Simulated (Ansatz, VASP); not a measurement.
# TiB2: VASP beside Ansatz

File INCAR:

```
PREC = Accurate
ENCUT = 500
EDIFF = 1E-6
ISMEAR = -1
SIGMA = 0.15
LREAL = F
LASPH = T
NELM = 120
ALGO = Normal
ISIF = 2
LWAVE = F
LCHARG = F
GGA = PE
NBANDS = 16
GGA_COMPAT = F
```

KPOINTS

```
regular mesh
0
Gamma
  9 9 7
```

Contents of POSCAR:

```
TiB2
1.0
    3.0292000000      0.0000000000      0.0000000000
   -1.5146000000      2.6233641531      0.0000000000
    0.0000000000      0.0000000000      3.2284000000
Ti B
1 2
Direct
    0.0000000000      0.0000000000      0.0000000000
    0.3333333333      0.6666666667      0.5000000000
    0.6666666667      0.3333333333      0.5000000000
```

Input for Ansatz:

```yaml
crystal:
  lattice:
    a: 3.0292
    b: 3.0292
    c: 3.2284
    alpha: 90.0
    beta: 90.0
    gamma: 120.0
  space_group: 191
  atoms:
    - { symbol: Ti, position: [0.0, 0.0, 0.0] }
    - { symbol: B, position: [0.3333333333333333, 0.6666666666666666, 0.5] }
kpoints:
  mp_grid:
    grid: [9, 9, 7]
    shift: [0.0, 0.0, 0.0]
hamiltonian:
  xc: pbe
  pseudopotentials:
    kind: all_electron
    lapw: {}
scf:
  convergence:
    dr2_threshold: 1.0e-05
  occupations:
    method: fermi_dirac
    width: 0.15
output:
  forces: true
  stress: true
  eigenvalues: true
```

Alike in both runs: task single point; functional PBE; k mesh 9 × 9 × 7; occupations fermi-dirac, width 0.15 eV; no spin polarisation.

|  | VASP | Ansatz |
| --- | --- | --- |
| version | VASP 6.6.1 | Ansatz 0.2.0 |
| potentials or method | VASP PAW PBE potentials, release 64 (Ti_sv, B), cutoff 500 eV | all-electron (LAPW or listed datasets) |

```tsv
	VASP	Ansatz	Ansatz less VASP
gap on the k mesh at the Fermi level (eV)	none	none	-
pressure (GPa)	0.6	0.4	-0.22
traceless stress, the component that is largest in VASP (GPa)	-0.95	-0.93	+0.018
```

A gap of «none» marks a metal or a gap that the smearing closes. Ansatz ran all-electron here, and VASP with PAW potentials. Ansatz's warnings: force scf threshold loose, stress scf threshold loose.
